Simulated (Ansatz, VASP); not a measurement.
# Al4BSbP2 in VASP and in Ansatz

```
CELL_PARAMETERS angstrom
4.00319 0.00000 0.00000
0.00000 4.00319 0.00000
0.00000 0.00000 10.54855
ATOMIC_POSITIONS crystal
Al 0.00000 0.50000 0.06945
Al 0.50000 0.00000 0.93055
Al 0.50000 0.00000 0.32978
Al 0.00000 0.50000 0.67022
B 0.00000 0.00000 0.00000
Sb 0.00000 0.00000 0.50000
P 0.50000 0.50000 0.79080
P 0.50000 0.50000 0.20920
```

Alike in both runs: functional PBE; k mesh 4 × 4 × 2; occupations gaussian, width 0.2 eV; no spin polarisation.

Ansatz relaxed the structure, and its values are those at the end. VASP's run is a single point on that final structure, the one shown.

|  | VASP | Ansatz |
| --- | --- | --- |
| version | VASP 6.6.1 | Ansatz 0.2.0 |
| potentials or method | VASP PAW PBE potentials, release 64 (Al, B, Sb, P), cutoff 520 eV | scalar-relativistic, plane waves, PAW |
| valence electrons in the cell | 30 | 40 |

```tsv
	VASP	Ansatz	Ansatz less VASP
gap on the k mesh at the Fermi level (eV)	none	none	-
pressure (GPa)	-0.4	-0.4	-0.01
rms of the force components (eV/Å)	0.022	0.020	-0.0020
```

A gap of «none» marks a metal or a gap that the smearing closes. The functional is the same, so the differences come from potentials, cutoffs and numerics. VASP's potentials hold 30 valence electrons a cell and Ansatz's 40, so a difference there can come from the potentials and not from the codes.

The k mesh is coarse, so the values compare programs but aren't converged. Spin-orbit coupling is off throughout.
